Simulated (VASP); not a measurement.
Input of a VASP 6.6.1 run:

Contents of POSCAR:

```
Ta2Si
1.0
   -3.0877629443      3.0877629443      2.5236412193
    3.0877629443     -3.0877629443      2.5236412193
    3.0877629443      3.0877629443     -2.5236412193
Ta Si
4 2
Direct
    0.6635932100      0.8364067900      0.5000000000
    0.8364067900      0.3364067900      0.1728135800
    0.3364067900      0.1635932100      0.5000000000
    0.1635932100      0.6635932100      0.8271864200
    0.2500000000      0.2500000000      0.0000000000
    0.7500000000      0.7500000000      0.0000000000
```

INCAR.step1

```
SYSTEM = Ta2Si
  PREC = Accurate
  ENCUT = 520
  ISMEAR = -1
  SIGMA = 0.01
  LREAL = .FALSE.
  LASPH = .TRUE.
  NELM = 80
  NBANDS = 35
  GGA = PE
  ALGO = Normal
  EDIFF = 1E-4
  LWAVE = .TRUE.
  LCHARG = .FALSE.
```

INCAR.step2

```
SYSTEM = Ta2Si
  PREC = Accurate
  ENCUT = 520
  EDIFF = 1E-7
  ISMEAR = -1
  SIGMA = 0.01
  LREAL = .FALSE.
  LASPH = .TRUE.
  NELM = 80
  ALGO = Normal
  ISIF = 2
  LWAVE = .FALSE.
  LCHARG = .FALSE.
  METAGGA = R2SCAN
  LMIXTAU = .TRUE.
  NBANDS = 35
  ISTART = 1
```

File KPOINTS:

```
regular mesh
0
G
  10 10 10
  0 0 0
```

Potentials or basis: VASP PAW PBE potentials, release 64 (Ta_pv, Si).

Command:

```sh
$ cat potpaw_PBE.64/Ta_pv/POTCAR potpaw_PBE.64/Si/POTCAR > POTCAR
$ cp INCAR.step1 INCAR
$ mpirun -np 1 vasp_std > vasp.out
$ cp INCAR.step2 INCAR
$ mpirun -np 1 vasp_std > vasp.out
```

Estimate the pressure.

0.0 GPa.

Predict the largest force.

0.008 eV/Å.

Estimate the band gap on the k mesh.

zero (bands 26 and 27 overlap by 0.81 eV).

Forces in eV/Å, atoms in the order of the input:
```
Ta  -0.006  0.006  0.000
Ta  -0.006 -0.006  0.000
Ta   0.006 -0.006  0.000
Ta   0.006  0.006  0.000
Si   0.000  0.000  0.000
Si   0.000  0.000  0.000
```

Caveat: the PAW data sets were made with another functional, which shifts forces and pressure a little; spin-orbit coupling is left out, which moves the levels of the heavy elements.
